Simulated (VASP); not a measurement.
**SiO: single point with B3LYP**

Crystal: SiO.

```xyz
2
Lattice="2.8509 0.0000 0.0000 0.0000 2.8509 0.0000 0.0000 0.0000 2.8509" Properties=species:S:1:pos:R:3 pbc="T T T"
Si    0.0000    0.0000    0.0000
O     1.4254    1.4254    1.4254
```

* Program: VASP 6.6.1
* Task: single point
* Functional: B3LYP
* Potentials or basis: VASP PAW PBE potentials, release 64 (Si, O)
* Cutoff: 520 eV
* k mesh: 5 × 5 × 5
* Occupations: fermi-dirac, width 0.05 eV
* Spin: no spin polarisation
* Dipole correction: no
* Grid for exact exchange (PRECFOCK): Normal
* Further INCAR settings: ALGO = Normal; EDIFF = 1e-06; NBANDS = 12

- Pressure: 0.1 GPa
- Band gap on the k mesh: 1.71 eV, indirect (least direct gap 3.02 eV)

Levels at points of the mesh, in eV from the valence-band top:
```csv
k point,band 2,band 3,band 4,band 5,band 6,band 7,band 8,band 9
"(0.00, 0.00, 0.00)",-7.25,-3.04,-3.04,-3.04,8.25,8.25,9.75,9.75
```

Wall time 52 s on 1 thread of Intel(R) Xeon(R) 6975P-C (Granite Rapids), with other jobs on the host, peak memory 0.14 GiB.

Caveat: the k points lie up to 0.44 Å⁻¹ apart; the PAW data sets were made with another functional, which shifts forces and pressure a little. A k mesh can miss the band edges.
